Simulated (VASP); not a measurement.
# C (Cmmm) in VASP: a series of runs

The runs below take C through single point, with LDA.

All numbers are computed with VASP 6.6.1; they aren't measurements. Logs are shortened: lines on timing, memory, paths and dates and some standing lists are left out, and cuts for length are marked.

## (1) The cell of the first run

It takes space group Cmmm (No. 65, orthorhombic). The conventional cell has a = 4.207 Å, b = 8.667 Å, c = 2.486 Å, α = 90.00°, β = 90.00°, γ = 90.00°. Within 2.0 Å of C (site symmetry m) lie 4 C at 1.51 to 1.56 Å. Within 2.0 Å of C (site symmetry m) lie 4 C at 1.51 to 1.55 Å.

## (2) Single point, LDA

File INCAR:

```
SYSTEM = C
PREC = Accurate ; ENCUT = 520
EDIFF = 1E-6 ; ISMEAR = 0
SIGMA = 0.05 ; LREAL = .False.
LASPH = .True. ; NELM = 80
ALGO = Normal ; ISIF = 2
LWAVE = .False. ; LCHARG = .False.
GGA = CA ; NBANDS = 26
```

File KPOINTS:

```
Automatic mesh
0
Gamma
  6 6 10
  0 0 0
```

File POSCAR:

```
C
1.0
    2.1032727620     -4.3337146136      0.0000000000
    2.1032727620      4.3337146136      0.0000000000
    0.0000000000      0.0000000000      2.4856616114
C
8
Direct
    0.6482879639      0.9815881366      0.0000000000
    0.3517120361      0.0184118634      0.0000000000
    0.0184118634      0.3517120361      0.0000000000
    0.9815881366      0.6482879639      0.0000000000
    0.4045540954      0.2260768148      0.5000000000
    0.5954459046      0.7739231852      0.5000000000
    0.7739231852      0.5954459046      0.5000000000
    0.2260768148      0.4045540954      0.5000000000
```

Potentials or basis: VASP PAW LDA potentials, release 64 (C).

Command:

```
> cat potpaw_LDA.64/C/POTCAR > POTCAR
> mpirun -np 1 vasp_std > vasp.out
```

OUTCAR:

```text
SYSTEM = C
   PREC = Accurate
   ENCUT = 520
   EDIFF = 1E-6
   ISMEAR = 0
   LREAL = .False.
   LASPH = .True.
   NELM = 80
   ISIF = 2
   GGA = CA

 ion  position               nearest neighbor table
   1  0.648  0.982  0.000-   6 1.51   6 1.51   2 1.54   3 1.56
   2  0.352  0.018  0.000-   5 1.51   5 1.51   1 1.54   4 1.56
   3  0.018  0.352  0.000-   8 1.51   8 1.51   4 1.54   1 1.56
   4  0.982  0.648  0.000-   7 1.51   7 1.51   3 1.54   2 1.56
   5  0.405  0.226  0.500-   2 1.51   2 1.51   8 1.55   7 1.55
   6  0.595  0.774  0.500-   1 1.51   1 1.51   7 1.55   8 1.55
   7  0.774  0.595  0.500-   4 1.51   4 1.51   6 1.55   5 1.55
   8  0.226  0.405  0.500-   3 1.51   3 1.51   5 1.55   6 1.55

  LATTYP: Found a base centered orthorhombic cell.
 ALAT       =     4.2065455240
 B/A-ratio  =     2.0604624811
 C/A-ratio  =     0.5909032952

  Lattice vectors:

 A1 = (   2.1032727620,  -4.3337146136,   0.0000000000)
 A2 = (   2.1032727620,   4.3337146136,   0.0000000000)
 A3 = (   0.0000000000,   0.0000000000,   2.4856616114)

Analysis of symmetry for initial positions (statically):
=====================================================================
 Subroutine PRICEL returns:
 Original cell was already a primitive cell.

 Routine SETGRP: Setting up the symmetry group for a
 base centered orthorhombic supercell.

 Subroutine GETGRP returns: Found  8 space group operations
 (whereof  8 operations were pure point group operations)
 out of a pool of  8 trial point group operations.

The static configuration has the point symmetry D_2h.

Analysis of symmetry for dynamics (positions and initial velocities):
=====================================================================
 Subroutine PRICEL returns:
 Original cell was already a primitive cell.

 Routine SETGRP: Setting up the symmetry group for a
 base centered orthorhombic supercell.

 Subroutine GETGRP returns: Found  8 space group operations
 (whereof  8 operations were pure point group operations)
 out of a pool of  8 trial point group operations.

The dynamic configuration has the point symmetry D_2h.

 Subroutine INISYM returns: Found  8 space group operations
 (whereof  8 operations are pure point group operations),
 and found     1 'primitive' translations

----------------------------------------------------------------------------------------

                                     Primitive cell

  volume of cell :      45.3135

  direct lattice vectors                    reciprocal lattice vectors
     2.103272762 -4.333714614  0.000000000     0.237724754 -0.115374464  0.000000000
     2.103272762  4.333714614  0.000000000     0.237724754  0.115374464  0.000000000
     0.000000000  0.000000000  2.485661611     0.000000000  0.000000000  0.402307376

  length of vectors
     4.817140092  4.817140092  2.485661611     0.264242929  0.264242929  0.402307376

  position of ions in fractional coordinates (direct lattice)
     0.648287964  0.981588137  0.000000000
     0.351712036  0.018411863  0.000000000
     0.018411863  0.351712036  0.000000000
     0.981588137  0.648287964  0.000000000
     0.404554095  0.226076815  0.500000000
     0.595445905  0.773923185  0.500000000
     0.773923185  0.595445905  0.500000000
     0.226076815  0.404554095  0.500000000

  ion indices of the primitive-cell ions
   primitive index   ion index
                 1           1
                 2           2
                 3           3
                 4           4
                 5           5
                 6           6
                 7           7
                 8           8

----------------------------------------------------------------------------------------

 KPOINTS: Automatic mesh

Automatic generation of k-mesh.
 Grid dimensions read from file:
 generate k-points for:    6    6   10

 Generating k-lattice:

  Cartesian coordinates                     Fractional coordinates (reciprocal lattice)
     0.039620792 -0.019229077  0.000000000     0.166666667  0.000000000  0.000000000
     0.039620792  0.019229077  0.000000000     0.000000000  0.166666667  0.000000000
     0.000000000  0.000000000  0.040230738     0.000000000  0.000000000  0.100000000

  Length of vectors
     0.044040488  0.044040488  0.040230738

  Shift w.r.t. Gamma in fractional coordinates (k-lattice)
     0.000000000  0.000000000  0.000000000

 Subroutine IBZKPT returns following result:
 ===========================================

 Found     78 irreducible k-points:

 Following reciprocal coordinates:
            Coordinates               Weight
  0.000000  0.000000  0.000000      1.000000
  0.166667  0.000000  0.000000      4.000000
  0.333333  0.000000  0.000000      4.000000
  0.500000  0.000000  0.000000      2.000000
  0.166667  0.166667  0.000000      2.000000
  0.333333  0.166667  0.000000      4.000000
[... 16 lines left out ...]
  0.333333  0.333333  0.100000      4.000000
  0.500000  0.333333  0.100000      8.000000
 [... further k-points ...]
   k-points           NKPTS =     78   k-points in BZ     NKDIM =     78   number of bands    NBANDS=     26
   number of dos      NEDOS =    301   number of ions     NIONS =      8
   total plane-waves  NPLWV =  23328
   dimension x,y,z NGX =    36 NGY =   36 NGZ =   18
   dimension x,y,z NGXF=    72 NGYF=   72 NGZF=   36
   ions per type =               8
   NGX,Y,Z   is equivalent  to a cutoff of  12.42, 12.42, 12.04 a.u.
   NGXF,Y,Z  is equivalent  to a cutoff of  24.85, 24.85, 24.08 a.u.
 SYSTEM =  C
   PREC   = accura    normal or accurate (medium, high low for compatibility)
   ISTART =      0    job   : 0-new  1-cont  2-samecut
   ICHARG =      2    charge: 1-file 2-atom 10-const
   ISPIN  =      1    spin polarized calculation?
   LNONCOLLINEAR =      F non collinear calculations
   LSORBIT =      F    spin-orbit coupling
   LASPH  =      T    aspherical Exc in radial PAW
   ENCUT  =  520.0 eV  38.22 Ry    6.18 a.u.   8.96  8.96  4.62*2*pi/ulx,y,z
   NELM   =     80;   NELMIN=  2; NELMDL= -5     # of ELM steps
   EDIFF  = 0.1E-05   stopping-criterion for ELM
   LREAL  =      F    real-space projection
[... 7 lines left out ...]
   TEBEG  =    0.0;   TEEND  =   0.0 temperature during run
   PSTRESS=    0.0 pullay stress
   NELECT =      32.0000    total number of electrons
   NUPDOWN=      -1.0000    fix difference up-down
   EMIN   =  10.00;   EMAX   =-10.00  energy-range for DOS
   EFERMI =   0.00;   METHOD = LEGACY
   ISMEAR =     0;   SIGMA  =   0.05  broadening in eV -4-tet -1-fermi 0-gaus
   EFERMI_NEDOS =   21; number of points for ismear=-14 and -15
   IALGO  =     38    algorithm
   IMIX   =      4    mixing-type and parameters
     AMIX     =   0.40;   BMIX     =  1.00
     AMIX_MAG =   1.60;   BMIX_MAG =  1.00
  volume/ion in A,a.u.               =       5.66        38.22
  Fermi-wavevector in a.u.,A,eV,Ry     =   1.457859  2.754954 28.917181  2.125353
  Thomas-Fermi vector in A             =   2.574611
   LORBIT       =      0    0 simple, 1 ext, 2 COOP (PROOUT), +10 PAW based schemes
   GGA     = CA    functional components
   LHFCALC =     F    Hartree Fock is set to
   AEXX    =    0.0000 exact exchange contribution
   IVDW    =     0    specifies the selected vdW correction
   LEPSILON=     F    determine dielectric tensor
   LRPA    =     F    only Hartree local field effects (RPA)
 non-spin polarized calculation
 Gauss-broadening in eV      SIGMA  =   0.05
  energy-cutoff  :      520.00
  volume of cell :       45.31
 maximum number of plane-waves:      1238
   NGX = 17   NGY = 17   NGZ =  9

 number of electron      32.0000004 magnetization

 Free energy of the ion-electron system (eV)
  ---------------------------------------------------
  ext. energy  EPLUGINS =         0.00000000
  ---------------------------------------------------
  free energy    TOTEN  =       -79.85842704 eV

  energy without entropy =      -79.85842704  energy(sigma->0) =      -79.85842704

 E-fermi :  10.1506     XC(G=0): -13.4567

 val. band max:        9.9270321564   @ k =   0.5000   0.5000   0.0000
 cond. band min:      12.9718541025   @ k =   0.5000   0.5000   0.3000
 fundamental gap:      3.0448219461
 Fermi energy:        10.1505984532

 k-point     1 :       0.0000    0.0000    0.0000
  band No.  band energies     occupation
      1     -11.8074      2.00000
      2      -6.4523      2.00000
      3      -5.5181      2.00000
      4      -5.0506      2.00000
      5      -4.4532      2.00000
      6      -2.4825      2.00000
[... 18 lines left out ...]
     25      19.9669      0.00000
     26      20.3248      0.00000

 k-point     2 :       0.1667    0.0000    0.0000
  band No.  band energies     occupation
      1     -11.5894      2.00000
      2      -6.8917      2.00000
      3      -6.3351      2.00000
      4      -5.4987      2.00000
      5      -4.0194      2.00000
      6      -1.2697      2.00000
[... 18 lines left out ...]
     25      19.7998      0.00000
     26      21.6452      0.00000

 k-point     3 :       0.3333    0.0000    0.0000
  band No.  band energies     occupation
      1     -10.9519      2.00000
      2      -8.2635      2.00000
      3      -7.0458      2.00000
      4      -6.0275      2.00000
      5      -2.6502      2.00000
      6       0.7251      2.00000
[... 18 lines left out ...]
     25      20.5451      0.00000
     26      20.9705      0.00000

 k-point     4 :       0.5000    0.0000    0.0000
  band No.  band energies     occupation
      1     -10.2065      2.00000
      2      -9.3822      2.00000
      3      -7.1761      2.00000
      4      -6.2703      2.00000
      5      -1.2189      2.00000
      6      -0.1590      2.00000
[... 18 lines left out ...]
     25      19.2053      0.00000
     26      20.5000      0.00000
[... 496 lines left out ...]
      1     -11.4507      2.00000
      2      -7.5422      2.00000
      3      -5.3994      2.00000
      4      -4.2816      2.00000
      5      -3.4892      2.00000
      6      -2.2661      2.00000
[... 18 lines left out ...]
     25      20.4537      0.00000
     26      20.7856      0.00000

 k-point    23 :       0.3333    0.3333    0.1000
  band No.  band energies     occupation
      1      -9.6331      2.00000
      2      -9.4474      2.00000
      3      -8.3069      2.00000
      4      -3.6531      2.00000
      5      -1.8583      2.00000
      6      -0.2322      2.00000
[... 18 lines left out ...]
     25      19.3956      0.00000
     26      21.1080      0.00000

 k-point    24 :       0.5000    0.3333    0.1000
  band No.  band energies     occupation
      1     -10.4009      2.00000
      2      -9.4154      2.00000
      3      -7.0302      2.00000
      4      -2.7690      2.00000
      5      -2.4769      2.00000
      6      -0.0488      2.00000
[... 18 lines left out ...]
     25      20.0455      0.00000
     26      20.9348      0.00000

 [... further k-points ...]
[... 5 lines left out ...]
  --------------------------------------------------------------------------------------
  -------------------------------------------------------------------------------------
  Total        0.4090467      0.4309119      0.4477729      0.0000000      0.0000000      0.0000000
  in kB       14.4629059     15.2360065     15.8321727      0.0000000      0.0000000      0.0000000
  external PRESSURE =      15.1770284 kB  Pullay stress =       0.0000000 kB

 VOLUME and BASIS-vectors are now :
 -----------------------------------------------------------------------------
  energy-cutoff  :      520.00
  volume of cell :       45.31
      direct lattice vectors                 reciprocal lattice vectors
     2.103272762 -4.333714614  0.000000000     0.237724754 -0.115374464  0.000000000
     2.103272762  4.333714614  0.000000000     0.237724754  0.115374464  0.000000000
     0.000000000  0.000000000  2.485661611     0.000000000  0.000000000  0.402307376

 POSITION                                       TOTAL-FORCE (eV/Angst)
 -----------------------------------------------------------------------------------
      3.42807      1.44443      0.00000         0.010830     -0.002177      0.000000
      0.77847     -1.44443      0.00000        -0.010830      0.002177      0.000000
      0.77847      1.44443      0.00000        -0.010830     -0.002177      0.000000
      3.42807     -1.44443      0.00000         0.010830      0.002177      0.000000
      1.32639     -0.77347      1.24283        -0.018303     -0.002477      0.000000
      2.88016      0.77347      1.24283         0.018303      0.002477      0.000000
      2.88016     -0.77347      1.24283         0.018303     -0.002477      0.000000
      1.32639      0.77347      1.24283        -0.018303      0.002477      0.000000
 -----------------------------------------------------------------------------------
    total drift:                                0.000000     -0.000000      0.000000

  FREE ENERGIE OF THE ION-ELECTRON SYSTEM (eV)
  ---------------------------------------------------
  free  energy   TOTEN  =       -79.8584270380 eV

  energy  without entropy=      -79.8584270380  energy(sigma->0) =      -79.85842704
```

It took 49 s on 1 thread of Intel Xeon Platinum 8375C at 2.90GHz (Ice Lake), shared host; peak memory 0.17 GiB.

What came out:

```
Free energy            : -79.8584 eV
Pressure               : 1.5 GPa
Largest force          : 0.018 eV/Å
Band gap on the k mesh : 3.04 eV, indirect (least direct gap 4.77 eV)
```

Forces on the atoms (eV/Å):
```
C    0.011 -0.002  0.000
C   -0.011  0.002  0.000
C   -0.011 -0.002  0.000
C    0.011  0.002  0.000
C   -0.018 -0.002  0.000
C    0.018  0.002  0.000
C    0.018 -0.002  0.000
C   -0.018  0.002  0.000
```

Stress tensor (GPa, compression positive):
```
1.45 0.00 0.00
0.00 1.52 0.00
0.00 0.00 1.58
```

A k mesh can miss the band edges. LDA gaps usually lie below the measured ones, often by a third to a half.

(Continued in part 2 of 2.)
